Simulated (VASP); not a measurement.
# Bi (C2/c) in VASP: further runs

Bi is run at these levels: PBE; tasks: single point.

Program: VASP 6.6.1. These are calculated values, not measurements. Logs are shortened: lines on timing, memory, paths and dates and some standing lists are left out, and cuts for length are marked.

**1. The cell of the first run**

The structure is monoclinic, space group C2/c (No. 15). Conventional cell: a = 3.239 Å, b = 8.632 Å, c = 4.538 Å, α = 90.00°, β = 109.27°, γ = 90.00°. Bi (site symmetry 2) has 10 Bi at 3.13 to 3.93 Å within 4.1 Å.

**2. Single point, PBE (29.94 Å³/atom)**

INCAR reads:

```
PREC = Accurate ; ENCUT = 520
EDIFF = 1E-6 ; ISMEAR = -1
SIGMA = 0.1 ; LREAL = F
LASPH = T ; NELM = 100
ALGO = Normal ; ISIF = 2
LWAVE = F ; LCHARG = F
GGA = PE ; NBANDS = 22
```

KPOINTS reads:

```
Automatic mesh
0
Gamma
  12 12 8
```

POSCAR reads:

```
Bi
1.0
   -3.0355407702      3.0684353019      1.6192093501
    3.0684353019     -3.0355407702      1.6192093501
    3.0138257683      3.0138257683     -1.5589629551
Bi
2
Direct
    0.0001780374      0.9998219626      1.0000000000
    0.7498219626      0.2501780374      0.5000000000
```

Potentials or basis: VASP PAW PBE potentials, release 64 (Bi_d).

The run is started by

```sh
$ cat potpaw_PBE.64/Bi_d/POTCAR > POTCAR
$ mpirun -np 1 vasp_std > vasp.out
```

OUTCAR:

```text
PREC = Accurate
   ENCUT = 520
   EDIFF = 1E-6
   ISMEAR = -1
   LREAL = F
   LASPH = T
   NELM = 100
   ISIF = 2
   GGA = PE

 ion  position               nearest neighbor table
   1  0.000  1.000  0.000-   2 3.13   2 3.13   2 3.16   2 3.16   2 3.85   2 3.85
   2  0.750  0.250  0.500-   1 3.13   1 3.13   1 3.16   1 3.16   1 3.85   1 3.85

  LATTYP: Found a base centered monoclinic cell.
 ALAT       =     3.2387528122
 B/A-ratio  =     2.6653240449
 C/A-ratio  =     1.4012659385
 COS(beta)  =    -0.3299835206

  Lattice vectors:

 A1 = (  -3.0355407702,   3.0684353019,   1.6192093501)
 A2 = (   3.0684353019,  -3.0355407702,   1.6192093501)
 A3 = (   3.0138257683,   3.0138257683,  -1.5589629551)

Analysis of symmetry for initial positions (statically):
=====================================================================
 Subroutine PRICEL returns:
 Original cell was already a primitive cell.

 Routine SETGRP: Setting up the symmetry group for a
 base centered monoclinic supercell.

 Subroutine GETGRP returns: Found  4 space group operations
 (whereof  2 operations were pure point group operations)
 out of a pool of  4 trial point group operations.

The static configuration has the point symmetry C_2 .
 The point group associated with its full space group is C_2h.

Analysis of symmetry for dynamics (positions and initial velocities):
=====================================================================
 Subroutine PRICEL returns:
 Original cell was already a primitive cell.

 Routine SETGRP: Setting up the symmetry group for a
 base centered monoclinic supercell.

 Subroutine GETGRP returns: Found  4 space group operations
 (whereof  2 operations were pure point group operations)
 out of a pool of  4 trial point group operations.

The dynamic configuration has the point symmetry C_2 .
 The point group associated with its full space group is C_2h.

 Subroutine INISYM returns: Found  4 space group operations
 (whereof  2 operations are pure point group operations),
 and found     1 'primitive' translations

----------------------------------------------------------------------------------------

                                     Primitive cell

  volume of cell :      59.8880

  direct lattice vectors                    reciprocal lattice vectors
    -3.035540770  3.068435302  1.619209350    -0.002466592  0.161361049  0.307178698
     3.068435302 -3.035540770  1.619209350     0.161361049 -0.002466592  0.307178698
     3.013825768  3.013825768 -1.558962955     0.165034962  0.165034962 -0.003352715

  length of vectors
     4.609950313  4.609950313  4.538353999     0.346990238  0.346990238  0.233418761

  position of ions in fractional coordinates (direct lattice)
     0.000178037  0.999821963  1.000000000
     0.749821963  0.250178037  0.500000000

  ion indices of the primitive-cell ions
   primitive index   ion index
                 1           1
                 2           2

----------------------------------------------------------------------------------------

 KPOINTS: Automatic mesh

Automatic generation of k-mesh.
 Grid dimensions read from file:
 generate k-points for:   12   12    8

 Generating k-lattice:

  Cartesian coordinates                     Fractional coordinates (reciprocal lattice)
    -0.000205549  0.013446754  0.025598225     0.083333333  0.000000000 -0.000000000
     0.013446754 -0.000205549  0.025598225     0.000000000  0.083333333 -0.000000000
     0.020629370  0.020629370 -0.000419089    -0.000000000 -0.000000000  0.125000000

  Length of vectors
     0.028915853  0.028915853  0.029177345

  Shift w.r.t. Gamma in fractional coordinates (k-lattice)
     0.000000000  0.000000000  0.000000000

 Subroutine IBZKPT returns following result:
 ===========================================

 Found    320 irreducible k-points:

 Following reciprocal coordinates:
            Coordinates               Weight
  0.000000  0.000000  0.000000      1.000000
  0.083333  0.000000 -0.000000      4.000000
  0.166667  0.000000  0.000000      4.000000
  0.250000  0.000000 -0.000000      4.000000
  0.333333  0.000000  0.000000      4.000000
  0.416667  0.000000 -0.000000      4.000000
[... 16 lines left out ...]
  0.500000  0.166667 -0.000000      4.000000
 -0.416667  0.166667 -0.000000      4.000000
 [... further k-points ...]
   k-points           NKPTS =    320   k-points in BZ     NKDIM =    320   number of bands    NBANDS=     22
   number of dos      NEDOS =    301   number of ions     NIONS =      2
   total plane-waves  NPLWV =  46656
   dimension x,y,z NGX =    36 NGY =   36 NGZ =   36
   dimension x,y,z NGXF=    72 NGYF=   72 NGZF=   72
   ions per type =               2
   NGX,Y,Z   is equivalent  to a cutoff of  12.98, 12.98, 13.19 a.u.
   NGXF,Y,Z  is equivalent  to a cutoff of  25.96, 25.96, 26.37 a.u.
 SYSTEM =  unknown system
   PREC   = accura    normal or accurate (medium, high low for compatibility)
   ISTART =      0    job   : 0-new  1-cont  2-samecut
   ICHARG =      2    charge: 1-file 2-atom 10-const
   ISPIN  =      1    spin polarized calculation?
   LNONCOLLINEAR =      F non collinear calculations
   LSORBIT =      F    spin-orbit coupling
   LASPH  =      T    aspherical Exc in radial PAW
   ENCUT  =  520.0 eV  38.22 Ry    6.18 a.u.   8.57  8.57  8.44*2*pi/ulx,y,z
   NELM   =    100;   NELMIN=  2; NELMDL= -5     # of ELM steps
   EDIFF  = 0.1E-05   stopping-criterion for ELM
   LREAL  =      F    real-space projection
   EDIFFG = 0.1E-04   stopping-criterion for IOM
   NSW    =      0    number of steps for IOM
   IBRION =     -1    ionic relax: 0-MD 1-quasi-New 2-CG
   NFREE  =      0    steps in history (QN), initial steepest desc. (CG)
   ISIF   =      2    stress and relaxation
   ISYM   =      2    0-nonsym 1-usesym 2-fastsym
   POTIM  = 0.5000    time-step for ionic-motion
   TEBEG  =    0.0;   TEEND  =   0.0 temperature during run
   PSTRESS=    0.0 pullay stress
   NELECT =      30.0000    total number of electrons
   NUPDOWN=      -1.0000    fix difference up-down
   EMIN   =  10.00;   EMAX   =-10.00  energy-range for DOS
   EFERMI =   0.00;   METHOD = LEGACY
   ISMEAR =    -1;   SIGMA  =   0.10  broadening in eV -4-tet -1-fermi 0-gaus
   EFERMI_NEDOS =   21; number of points for ismear=-14 and -15
   IALGO  =     38    algorithm
   IMIX   =      4    mixing-type and parameters
     AMIX     =   0.40;   BMIX     =  1.00
     AMIX_MAG =   1.60;   BMIX_MAG =  1.00
  volume/ion in A,a.u.               =      29.94       202.07
  Fermi-wavevector in a.u.,A,eV,Ry     =   1.300175  2.456975 23.000053  1.690456
  Thomas-Fermi vector in A             =   2.431391
   LORBIT       =      0    0 simple, 1 ext, 2 COOP (PROOUT), +10 PAW based schemes
   GGA     = PE    functional components
   LHFCALC =     F    Hartree Fock is set to
   AEXX    =    0.0000 exact exchange contribution
   IVDW    =     0    specifies the selected vdW correction
   LEPSILON=     F    determine dielectric tensor
   LRPA    =     F    only Hartree local field effects (RPA)
 non-spin polarized calculation
  energy-cutoff  :      520.00
  volume of cell :       59.89
 maximum number of plane-waves:      1633
 NGX is ok and might be reduce to    36
   NGX = 17   NGY = 17   NGZ = 17

 number of electron      30.0000007 magnetization

 Free energy of the ion-electron system (eV)
  ---------------------------------------------------
  ext. energy  EPLUGINS =         0.00000000
  ---------------------------------------------------
  free energy    TOTEN  =        -7.50839027 eV

  energy without entropy =       -7.47316575  energy(sigma->0) =       -7.49077801

 E-fermi :   8.3917     XC(G=0): -10.3913

 val. band max:        8.3822704162   @ k =   0.2500   0.0833   0.3750
 cond. band min:       8.3922141359   @ k =   0.5000   0.2500   0.0000
 fundamental gap:      0.0099437197
 Fermi energy:         8.3917368872

 k-point     1 :       0.0000    0.0000    0.0000
  band No.  band energies     occupation
      1     -14.8164      2.00000
      2     -14.7417      2.00000
      3     -14.6802      2.00000
      4     -14.6737      2.00000
      5     -14.4961      2.00000
      6     -14.4952      2.00000
[... 14 lines left out ...]
     21      17.2257      0.00000
     22      17.9542      0.00000

 k-point     2 :       0.0833    0.0000   -0.0000
  band No.  band energies     occupation
      1     -14.8117      2.00000
      2     -14.7239      2.00000
      3     -14.6690      2.00000
      4     -14.6596      2.00000
      5     -14.5067      2.00000
      6     -14.5037      2.00000
[... 14 lines left out ...]
     21      16.9289      0.00000
     22      16.9559      0.00000

 k-point     3 :       0.1667    0.0000    0.0000
  band No.  band energies     occupation
      1     -14.7976      2.00000
      2     -14.6771      2.00000
      3     -14.6557      2.00000
      4     -14.6097      2.00000
      5     -14.5314      2.00000
      6     -14.5146      2.00000
[... 14 lines left out ...]
     21      15.7156      0.00000
     22      17.1274      0.00000

 k-point     4 :       0.2500    0.0000   -0.0000
  band No.  band energies     occupation
      1     -14.7774      2.00000
      2     -14.6380      2.00000
      3     -14.6266      2.00000
      4     -14.5815      2.00000
      5     -14.5603      2.00000
      6     -14.5199      2.00000
[... 14 lines left out ...]
     21      15.3899      0.00000
     22      17.5778      0.00000

 k-point     5 :       0.3333    0.0000    0.0000
  band No.  band energies     occupation
      1     -14.7573      2.00000
      2     -14.6258      2.00000
      3     -14.6120      2.00000
      4     -14.5970      2.00000
      5     -14.5799      2.00000
      6     -14.5407      2.00000
[... 417 lines left out ...]
 k-point    22 :       0.4167    0.1667    0.0000
  band No.  band energies     occupation
      1     -14.7322      2.00000
      2     -14.6540      2.00000
      3     -14.6247      2.00000
      4     -14.5850      2.00000
      5     -14.5731      2.00000
      6     -14.5396      2.00000
[... 14 lines left out ...]
     21      15.7208      0.00000
     22      17.5659      0.00000

 k-point    23 :       0.5000    0.1667   -0.0000
  band No.  band energies     occupation
      1     -14.7278      2.00000
      2     -14.6434      2.00000
      3     -14.6203      2.00000
      4     -14.5929      2.00000
      5     -14.5617      2.00000
      6     -14.5379      2.00000
[... 14 lines left out ...]
     21      16.0464      0.00000
     22      17.2981      0.00000

 k-point    24 :      -0.4167    0.1667   -0.0000
  band No.  band energies     occupation
      1     -14.7379      2.00000
      2     -14.6381      2.00000
      3     -14.6242      2.00000
      4     -14.6063      2.00000
      5     -14.5561      2.00000
      6     -14.5276      2.00000
[... 14 lines left out ...]
     21      16.1191      0.00000
     22      19.1199      0.00000

 [... further k-points ...]

------------------------ aborting loop because EDIFF is reached ----------------------------------------

  FORCE on cell =-STRESS in cart. coord.  units (eV):
  Direction    XX          YY          ZZ          XY          YZ          ZX
  --------------------------------------------------------------------------------------
  -------------------------------------------------------------------------------------
  Total        3.0940724      3.0940724      3.1357735      0.0717979     -0.0555480     -0.0555480
  in kB       82.7753807     82.7753807     83.8910060      1.9208001     -1.4860704     -1.4860682
  external PRESSURE =      83.1472558 kB  Pullay stress =       0.0000000 kB

 VOLUME and BASIS-vectors are now :
 -----------------------------------------------------------------------------
  energy-cutoff  :      520.00
  volume of cell :       59.89
      direct lattice vectors                 reciprocal lattice vectors
    -3.035540770  3.068435302  1.619209350    -0.002466592  0.161361049  0.307178698
     3.068435302 -3.035540770  1.619209350     0.161361049 -0.002466592  0.307178698
     3.013825768  3.013825768 -1.558962955     0.165034962  0.165034962 -0.003352715

 POSITION                                       TOTAL-FORCE (eV/Angst)
 -----------------------------------------------------------------------------------
      3.06735     -3.03445      1.61921        -0.024709      0.024709      0.000000
     -0.00155      3.04827      0.83973         0.024709     -0.024709     -0.000000
 -----------------------------------------------------------------------------------
    total drift:                               -0.000000     -0.000000     -0.000000

  FREE ENERGIE OF THE ION-ELECTRON SYSTEM (eV)
  ---------------------------------------------------
  free  energy   TOTEN  =        -7.5083902696 eV

  energy  without entropy=       -7.4731657474  energy(sigma->0) =       -7.49077801
```

Run time: 3.7 min. Hardware: 1 thread of AMD EPYC 9R45 (Zen 5), shared host; peak memory 0.41 GiB.

Results:

- Free energy: -7.5084 eV
- Pressure: 8.3 GPa
- Largest force: 0.035 eV/Å
- Band gap on the k mesh: zero (bands 15 and 16 overlap by 5.85 eV)

Forces in eV/Å, atoms in the order of the input:
```
Bi  -0.025  0.025  0.000
Bi   0.025 -0.025  0.000
```

Caveat: the cell stands under pressure; spin-orbit coupling is left out, which moves the levels of the heavy elements.

**3. Single point, PBE (31.31 Å³/atom)**

This run uses another cell than the first one, of 31.31 Å³/atom.

Changes to INCAR since step 2:

```diff
@@ -3,3 +3,3 @@
 SIGMA = 0.1 ; LREAL = F
-LASPH = T ; NELM = 100
+LASPH = T ; NELM = 80
 ALGO = Normal ; ISIF = 2
```

KPOINTS is that of step 2.

POSCAR reads:

```
Bi
1.0
   -3.0808540294      3.1142395966      1.6433802173
    3.1142395966     -3.0808540294      1.6433802173
    3.0588148752      3.0588148752     -1.5822344898
Bi
2
Direct
    0.0001780374      0.9998219626      1.0000000000
    0.7498219626      0.2501780374      0.5000000000
```

Potentials or basis: VASP PAW PBE potentials, release 64 (Bi_d).

The run is started by

```sh
$ cat potpaw_PBE.64/Bi_d/POTCAR > POTCAR
$ mpirun -np 1 vasp_std > vasp.out
```

Run time: 3.6 min. Hardware: 1 thread of AMD EPYC 9R45 (Zen 5), shared host; peak memory 0.43 GiB.

It converged, with:

| Property | Result |
| --- | --- |
| Free energy | -7.6210 eV |
| Pressure | 4.9 GPa |
| Largest force | 0.023 eV/Å |
| Band gap on the k mesh | zero (bands 15 and 16 overlap by 5.63 eV) |

Forces on the atoms (eV/Å):
```
Bi  -0.016  0.016  0.000
Bi   0.016 -0.016  0.000
```

Stress tensor (GPa, compression positive):
```
 4.87  0.18 -0.15
 0.18  4.87 -0.15
-0.15 -0.15  4.94
```

Levels at points of the mesh, in eV from the Fermi level:
```tsv
k point	band 11	band 12	band 13	band 14	band 15	band 16	band 17	band 18	band 19	band 20
(0.00, 0.00, 0.00)	-13.68	-9.03	-3.29	-3.20	2.62	3.68	3.71	4.57	4.62	7.35
(0.50, 0.00, 0.00)	-10.79	-9.10	-4.44	-3.02	-2.25	0.91	1.57	2.08	5.87	7.64
(0.50, 0.50, 0.00)	-11.95	-11.92	-0.92	-0.89	-0.89	-0.88	3.84	4.35	8.16	8.68
(0.00, 0.00, 0.50)	-11.92	-11.92	-0.98	-0.98	-0.94	-0.94	4.08	4.08	8.42	8.42
(0.50, 0.00, 0.50)	-10.67	-9.15	-4.44	-3.07	-2.39	0.55	1.46	2.17	5.82	7.90
(0.50, 0.50, 0.50)	-11.36	-11.36	-5.46	-5.46	3.48	3.48	6.04	6.04	10.36	10.36
```

Caveat: the cell stands under pressure; spin-orbit coupling is left out, which moves the levels of the heavy elements.
